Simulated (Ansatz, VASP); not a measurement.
# Al8N in VASP and in Ansatz

The input INCAR:

```
  PREC = Accurate
  ENCUT = 520
  EDIFF = 1E-7
  ISMEAR = 0
  SIGMA = 0.1
  LREAL = False
  LASPH = True
  NELM = 100
  ALGO = Normal
  ISIF = 2
  LWAVE = False
  LCHARG = False
  LDIPOL = True
  IDIPOL = 3
  DIPOL = 0.5 0.5 0.402
  GGA = PE
  NBANDS = 24
```

Contents of KPOINTS:

```
Automatic mesh
0
Gamma
  9 9 1
```

POSCAR

```
Al8N
1.0
    2.8543223330      0.0000000000      0.0000000000
   -1.4271611665      2.4719156510      0.0000000000
    0.0000000000      0.0000000000     33.4760593533
Al N
8 1
Direct
    0.3333333333      0.6666666667      0.1194883770
    0.0000000000      0.0000000000      0.1895622803
    0.6666666667      0.3333333333      0.2596361837
    0.0000000000      0.0000000000      0.3297100869
    0.3333333333      0.6666666667      0.3992195594
    0.0000000000      0.0000000000      0.4696536480
    0.6666666667      0.3333333333      0.5400996810
    0.0000000000      0.0000000000      0.6116627748
    0.1111111111     -0.1111111111      0.7003828947
```

Input for Ansatz:

```yaml
crystal:
  lattice:
    - [2.854322333, 0.0, 0.0]
    - [-1.4271611665, 2.471915651, 0.0]
    - [0.0, 0.0, 33.4760593533]
  atoms:
    - { symbol: Al, position: [0.3333333333, 0.6666666667, 0.119488377] }
    - { symbol: Al, position: [0.0, 0.0, 0.1895622803] }
    - { symbol: Al, position: [0.6666666667, 0.3333333333, 0.2596361837] }
    - { symbol: Al, position: [0.0, 0.0, 0.3297100869] }
    - { symbol: Al, position: [0.3333333333, 0.6666666667, 0.3992195594] }
    - { symbol: Al, position: [0.0, 0.0, 0.469653648] }
    - { symbol: Al, position: [0.6666666667, 0.3333333333, 0.540099681] }
    - { symbol: Al, position: [0.0, 0.0, 0.6116627748] }
    - { symbol: "N", position: [0.1111111111, -0.1111111111, 0.7003828947] }
basis:
  ecutwfc: 420
kpoints:
  mp_grid: { grid: [9, 9, 1] }
hamiltonian:
  xc: pbe
scf:
  occupations: { method: gaussian, width: 0.1 }
output:
  forces: true
  eigenvalues: true
efield:
  axis: 3
  dipole_correction: true
  ramp_width: 0.04
```

Alike in both runs: task single point; functional PBE; k mesh 9 × 9 × 1; occupations gaussian, width 0.1 eV; no spin polarisation.

|  | VASP | Ansatz |
| --- | --- | --- |
| version | VASP 6.6.1 | Ansatz 0.2.0 |
| potentials or method | VASP PAW PBE potentials, release 64 (Al, N), cutoff 520 eV | scalar-relativistic, plane waves, PAW |
| valence electrons in the cell | 29 | 29 |

|  | VASP | Ansatz | Ansatz less VASP |
| --- | --- | --- | --- |
| gap on the k mesh at the Fermi level (eV) | none | none | - |
| rms of the force components (eV/Å) | 0.343 | 0.343 | +0.0004 |

Atom by atom the forces differ by 0.001 eV/Å (rms over components). A gap of «none» marks a metal or a gap that the smearing closes.
